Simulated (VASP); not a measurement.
Input of a VASP 6.6.1 run:

Contents of INCAR:

```
SYSTEM = BaTe
  PREC = Accurate
  ENCUT = 500
  EDIFF = 1E-6
  ISMEAR = 0
  SIGMA = 0.02
  LREAL = .False.
  LASPH = .True.
  NELM = 120
  ALGO = Normal
  ISIF = 2
  LWAVE = .False.
  LCHARG = .False.
  GGA = PE
  NBANDS = 15
  GGA_COMPAT = .False.
```

The input KPOINTS:

```
Automatic mesh
0
Gamma
  6 6 6
  0 0 0
```

Contents of POSCAR:

```
BaTe
1.0
    0.0000000000      3.5913809264      3.5913809264
    3.5913809264      0.0000000000      3.5913809264
    3.5913809264      3.5913809264      0.0000000000
Ba Te
1 1
Direct
    0.0000000000      0.0000000000      0.0000000000
    0.7500000000      0.7500000000      0.7500000000
```

Potentials or basis: VASP PAW PBE potentials, release 64 (Ba_sv, Te).

Launch:

```sh
$ cat potpaw_PBE.64/Ba_sv/POTCAR potpaw_PBE.64/Te/POTCAR > POTCAR
$ mpirun -np 1 vasp_std > vasp.out
```

Problem. Estimate the pressure.

Solution. 8.6 GPa.

Problem. What does it give for the band gap on the k mesh?

Solution. 2.67 eV, direct.

Caveat: the cell differs from its parent crystal (Be replaced by Ba, lengths x 1.305, strained); spin-orbit coupling is left out, which moves the levels of the heavy elements. A k mesh can miss the band edges.
